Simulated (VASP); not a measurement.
# Zr (Im-3m) in VASP: density of states with PBE

Aim: the density of states of Zr with PBE.

Everything below comes from runs of VASP 6.6.1. Logs are shortened: lines on timing, memory, paths and dates and some standing lists are left out, and cuts for length are marked.

**1. The cell of the first run**

The structure is cubic, space group Im-3m (No. 229). Conventional cell: a = 3.410 Å, b = 3.410 Å, c = 3.410 Å, α = 90.00°, β = 90.00°, γ = 90.00°. Within 3.9 Å of Zr (site symmetry m-3m) lie 14 Zr at 2.95 to 3.41 Å.

**2. Density of states, PBE**

Contents of POSCAR:

```
Zr
1.0
   -1.7050550000      1.7050550000      1.7050550000
    1.7050550000     -1.7050550000      1.7050550000
    1.7050550000      1.7050550000     -1.7050550000
Zr
1
Direct
    0.0000000000      0.0000000000      0.0000000000
```

Contents of INCAR.step1:

```
SYSTEM = Zr
PREC = Accurate ; ENCUT = 520
EDIFF = 1E-7 ; ISMEAR = 0
SIGMA = 0.0108 ; LREAL = .FALSE.
LASPH = .TRUE. ; NELM = 60
ALGO = Normal ; ISIF = 2
LWAVE = .FALSE. ; LCHARG = .TRUE.
LMAXMIX = 4 ; GGA = PE
NBANDS = 12
```

Contents of KPOINTS.step1:

```
Automatic mesh
0
G
  10 10 10
  0 0 0
```

Contents of INCAR.step2:

```
SYSTEM = Zr
PREC = Accurate ; ENCUT = 520
EDIFF = 1E-7 ; ISMEAR = -5
SIGMA = 0.0108 ; LREAL = .FALSE.
LASPH = .TRUE. ; NELM = 60
ALGO = Normal ; ISIF = 2
LWAVE = .FALSE. ; LCHARG = .FALSE.
LMAXMIX = 4 ; GGA = PE
LORBIT = 10 ; NEDOS = 2001
ICHARG = 11
```

Contents of KPOINTS.step2:

```
Automatic mesh
0
G
  15 15 15
  0 0 0
```

Potentials or basis: VASP PAW PBE potentials, release 64 (Zr_sv).

Launch:

```bash
> cat potpaw_PBE.64/Zr_sv/POTCAR > POTCAR
> cp INCAR.step1 INCAR
> cp KPOINTS.step1 KPOINTS
> mpirun -np 1 vasp_std > vasp.out
> cp INCAR.step2 INCAR
> cp KPOINTS.step2 KPOINTS
> mpirun -np 1 vasp_std > vasp.out
```

OUTCAR:

```text
SYSTEM = Zr
   PREC = Accurate
   ENCUT = 520
   EDIFF = 1E-7
   ISMEAR = -5
   LREAL = .FALSE.
   LASPH = .TRUE.
   NELM = 60
   ISIF = 2
   GGA = PE
   LORBIT = 10
   ICHARG = 11

 ion  position               nearest neighbor table
   1  0.000  0.000  0.000-

  LATTYP: Found a body centered cubic cell.
 ALAT       =     3.4101100000

  Lattice vectors:

 A1 = (  -1.7050550000,   1.7050550000,   1.7050550000)
 A2 = (   1.7050550000,  -1.7050550000,   1.7050550000)
 A3 = (   1.7050550000,   1.7050550000,  -1.7050550000)

Analysis of symmetry for initial positions (statically):
=====================================================================
 Subroutine PRICEL returns:
 Original cell was already a primitive cell.

 Routine SETGRP: Setting up the symmetry group for a
 body centered cubic supercell.

 Subroutine GETGRP returns: Found 48 space group operations
 (whereof 48 operations were pure point group operations)
 out of a pool of 48 trial point group operations.

The static configuration has the point symmetry O_h .

Analysis of symmetry for dynamics (positions and initial velocities):
=====================================================================
 Subroutine PRICEL returns:
 Original cell was already a primitive cell.

 Routine SETGRP: Setting up the symmetry group for a
 body centered cubic supercell.

 Subroutine GETGRP returns: Found 48 space group operations
 (whereof 48 operations were pure point group operations)
 out of a pool of 48 trial point group operations.

The dynamic configuration has the point symmetry O_h .

 Subroutine INISYM returns: Found 48 space group operations
 (whereof 48 operations are pure point group operations),
 and found     1 'primitive' translations

----------------------------------------------------------------------------------------

                                     Primitive cell

  volume of cell :      19.8278

  direct lattice vectors                    reciprocal lattice vectors
    -1.705055000  1.705055000  1.705055000     0.000000000  0.293245672  0.293245672
     1.705055000 -1.705055000  1.705055000     0.293245672  0.000000000  0.293245672
     1.705055000  1.705055000 -1.705055000     0.293245672  0.293245672  0.000000000

  length of vectors
     2.953241890  2.953241890  2.953241890     0.414712007  0.414712007  0.414712007

  position of ions in fractional coordinates (direct lattice)
     0.000000000  0.000000000  0.000000000

  ion indices of the primitive-cell ions
   primitive index   ion index
                 1           1

----------------------------------------------------------------------------------------

 KPOINTS: Automatic mesh

Automatic generation of k-mesh.
 Grid dimensions read from file:
 generate k-points for:   15   15   15

 Generating k-lattice:

  Cartesian coordinates                     Fractional coordinates (reciprocal lattice)
     0.000000000  0.019549711  0.019549711     0.066666667  0.000000000  0.000000000
     0.019549711  0.000000000  0.019549711     0.000000000  0.066666667  0.000000000
     0.019549711  0.019549711  0.000000000     0.000000000  0.000000000  0.066666667

  Length of vectors
     0.027647467  0.027647467  0.027647467

  Shift w.r.t. Gamma in fractional coordinates (k-lattice)
     0.000000000  0.000000000  0.000000000

 TETIRR: Found   3891 inequivalent tetrahedra from    20250

 Subroutine IBZKPT returns following result:
 ===========================================

 Found    120 irreducible k-points:

 Following reciprocal coordinates:
            Coordinates               Weight
  0.000000  0.000000  0.000000      1.000000
  0.066667  0.000000  0.000000     12.000000
  0.133333  0.000000  0.000000     12.000000
  0.200000  0.000000  0.000000     12.000000
  0.266667  0.000000  0.000000     12.000000
  0.333333  0.000000  0.000000     12.000000
[... 16 lines left out ...]
  0.333333  0.200000  0.000000     48.000000
  0.400000  0.200000  0.000000     24.000000
 [... further k-points ...]
   k-points           NKPTS =    120   k-points in BZ     NKDIM =    120   number of bands    NBANDS=     10
   number of dos      NEDOS =   2001   number of ions     NIONS =      1
   total plane-waves  NPLWV =  13824
   dimension x,y,z NGX =    24 NGY =   24 NGZ =   24
   dimension x,y,z NGXF=    48 NGYF=   48 NGZF=   48
   ions per type =               1
   NGX,Y,Z   is equivalent  to a cutoff of  13.51, 13.51, 13.51 a.u.
   NGXF,Y,Z  is equivalent  to a cutoff of  27.02, 27.02, 27.02 a.u.
 SYSTEM =  Zr
   PREC   = accura    normal or accurate (medium, high low for compatibility)
   ISTART =      0    job   : 0-new  1-cont  2-samecut
   ICHARG =     11    charge: 1-file 2-atom 10-const
   ISPIN  =      1    spin polarized calculation?
   LNONCOLLINEAR =      F non collinear calculations
   LSORBIT =      F    spin-orbit coupling
   LASPH  =      T    aspherical Exc in radial PAW
   ENCUT  =  520.0 eV  38.22 Ry    6.18 a.u.   5.49  5.49  5.49*2*pi/ulx,y,z
   NELM   =     60;   NELMIN=  2; NELMDL=  0     # of ELM steps
   EDIFF  = 0.1E-06   stopping-criterion for ELM
   LREAL  =      F    real-space projection
   EDIFFG = 0.1E-05   stopping-criterion for IOM
   NSW    =      0    number of steps for IOM
   IBRION =     -1    ionic relax: 0-MD 1-quasi-New 2-CG
   NFREE  =      0    steps in history (QN), initial steepest desc. (CG)
   ISIF   =      2    stress and relaxation
   ISYM   =      2    0-nonsym 1-usesym 2-fastsym
   POTIM  = 0.5000    time-step for ionic-motion
   TEBEG  =    0.0;   TEEND  =   0.0 temperature during run
   PSTRESS=    0.0 pullay stress
   NELECT =      12.0000    total number of electrons
   NUPDOWN=      -1.0000    fix difference up-down
   EMIN   =  10.00;   EMAX   =-10.00  energy-range for DOS
   EFERMI =   0.00;   METHOD = LEGACY
   ISMEAR =    -5;   SIGMA  =   0.01  broadening in eV -4-tet -1-fermi 0-gaus
   EFERMI_NEDOS =   21; number of points for ismear=-14 and -15
   IALGO  =     38    algorithm
   IMIX   =      4    mixing-type and parameters
     AMIX     =   0.40;   BMIX     =  1.00
     AMIX_MAG =   1.60;   BMIX_MAG =  1.00
  volume/ion in A,a.u.               =      19.83       133.80
  Fermi-wavevector in a.u.,A,eV,Ry     =   1.384767  2.616831 26.090273  1.917581
  Thomas-Fermi vector in A             =   2.509241
   LORBIT       =     10    0 simple, 1 ext, 2 COOP (PROOUT), +10 PAW based schemes
   GGA     = PE    functional components
   LHFCALC =     F    Hartree Fock is set to
   AEXX    =    0.0000 exact exchange contribution
   IVDW    =     0    specifies the selected vdW correction
   LEPSILON=     F    determine dielectric tensor
   LRPA    =     F    only Hartree local field effects (RPA)
 non-spin polarized calculation
 Fermi weights with tetrahedron method with Bloechl corrections
  energy-cutoff  :      520.00
  volume of cell :       19.83
 maximum number of plane-waves:       555
 NGX is ok and might be reduce to    24

 number of electron      12.0000000 magnetization

 Free energy of the ion-electron system (eV)
  ---------------------------------------------------
  ext. energy  EPLUGINS =         0.00000000
  ---------------------------------------------------
  free energy    TOTEN  =        -8.30614143 eV

  energy without entropy =       -8.30614143  energy(sigma->0) =       -8.30614143

 E-fermi :  10.6304     XC(G=0): -11.8249

 val. band max:       10.6040243760   @ k =  -0.2667   0.2667   0.0667
 cond. band min:      10.5482853581   @ k =  -0.3333  -0.4667   0.1333
 fundamental gap:     -0.0557390179
 Fermi energy:        10.6304294869

 k-point     1 :       0.0000    0.0000    0.0000
  band No.  band energies     occupation
      1     -37.6190      2.00000
      2     -14.8315      2.00000
      3     -14.8315      2.00000
      4     -14.8315      2.00000
      5       5.0385      2.00000
      6      11.7883      0.00000
      7      11.7883      0.00000
      8      11.7883      0.00000
      9      14.7140      0.00000
     10      14.7140      0.00000

 k-point     2 :       0.0667    0.0000    0.0000
  band No.  band energies     occupation
      1     -37.6068      2.00000
      2     -14.9070      2.00000
      3     -14.8536      2.00000
      4     -14.8323      2.00000
      5       5.2219      2.00000
      6      11.6603      0.00000
      7      11.7464      0.00000
      8      11.9676      0.00000
      9      14.5033      0.00000
     10      14.7083      0.00000

 k-point     3 :       0.1333    0.0000    0.0000
  band No.  band energies     occupation
      1     -37.5723      2.00000
      2     -15.1162      2.00000
      3     -14.9155      2.00000
      4     -14.8347      2.00000
      5       5.7340      2.00000
      6      11.3236      0.00000
      7      11.5634      0.00000
      8      12.4967      0.00000
      9      14.1538      0.00000
     10      14.7101      0.00000

 k-point     4 :       0.2000    0.0000    0.0000
  band No.  band energies     occupation
      1     -37.5210      2.00000
      2     -15.4141      2.00000
      3     -15.0054      2.00000
      4     -14.8383      2.00000
      5       6.4505      2.00000
      6      10.8815     -0.06051
      7      11.2278     -0.00035
      8      13.3483      0.00000
      9      14.0669      0.00000
     10      14.7614      0.00000
[... 222 lines left out ...]
 k-point    22 :       0.2667    0.2000   -0.0000
  band No.  band energies     occupation
      1     -37.3467      2.00000
      2     -16.1202      2.00000
      3     -15.4095      2.00000
      4     -14.9825      2.00000
      5       8.4315      2.00000
      6       9.8308      2.00000
      7      10.7990      0.07360
      8      14.2375      0.00000
      9      15.6531      0.00000
     10      17.9788      0.00000

 k-point    23 :       0.3333    0.2000    0.0000
  band No.  band energies     occupation
      1     -37.3173      2.00000
      2     -16.2001      2.00000
      3     -15.5211      2.00000
      4     -14.9936      2.00000
      5       8.3986      2.00000
      6       9.8033      2.00000
      7      11.1789     -0.02546
      8      14.5203      0.00000
      9      15.7464      0.00000
     10      19.2525      0.00000

 k-point    24 :       0.4000    0.2000    0.0000
  band No.  band energies     occupation
      1     -37.3069      2.00000
      2     -16.2260      2.00000
      3     -15.5631      2.00000
      4     -14.9970      2.00000
      5       8.3552      2.00000
      6       9.7995      2.00000
      7      11.3644     -0.06219
      8      14.5949      0.00000
      9      15.8630      0.00000
     10      19.8479      0.00000

 [... further k-points ...]
[... 5 lines left out ...]
  --------------------------------------------------------------------------------------
  -------------------------------------------------------------------------------------
  Total        1.8252232      1.8252232      1.8252232      0.0000000      0.0000000     -0.0000000
  in kB      147.4862014    147.4862014    147.4862014      0.0000000      0.0000000     -0.0000000
  external PRESSURE =     147.4862014 kB  Pullay stress =       0.0000000 kB

 VOLUME and BASIS-vectors are now :
 -----------------------------------------------------------------------------
  energy-cutoff  :      520.00
  volume of cell :       19.83
      direct lattice vectors                 reciprocal lattice vectors
    -1.705055000  1.705055000  1.705055000     0.000000000  0.293245672  0.293245672
     1.705055000 -1.705055000  1.705055000     0.293245672  0.000000000  0.293245672
     1.705055000  1.705055000 -1.705055000     0.293245672  0.293245672  0.000000000

 POSITION                                       TOTAL-FORCE (eV/Angst)
 -----------------------------------------------------------------------------------
      0.00000      0.00000      0.00000         0.000000      0.000000      0.000000
 -----------------------------------------------------------------------------------
    total drift:                                0.000000     -0.000000      0.000000

  FREE ENERGIE OF THE ION-ELECTRON SYSTEM (eV)
  ---------------------------------------------------
  free  energy   TOTEN  =        -8.3061414314 eV

  energy  without entropy=       -8.3061414314  energy(sigma->0) =       -8.30614143

 total charge

# of ion       s       p       d       tot
------------------------------------------
    1        2.248   5.944   1.899  10.092
```

Run time: 16 s. Hardware: 1 thread of Intel Xeon 6975P-C, shared host; peak memory 0.15 GiB.

Results:

```yaml
Valence_electrons_inside_the_program's_atomic_spheres: Zr 10.09
```

Levels at points of the mesh, in eV from the Fermi level:
| k point | band 4 | band 5 | band 6 | band 7 | band 8 | band 9 |
| --- | --- | --- | --- | --- | --- | --- |
| (0.00, 0.00, 0.00) | -25.46 | -5.59 | 1.16 | 1.16 | 1.16 | 4.08 |

Caveat: tetrahedron occupations give inexact forces and stress in metals.
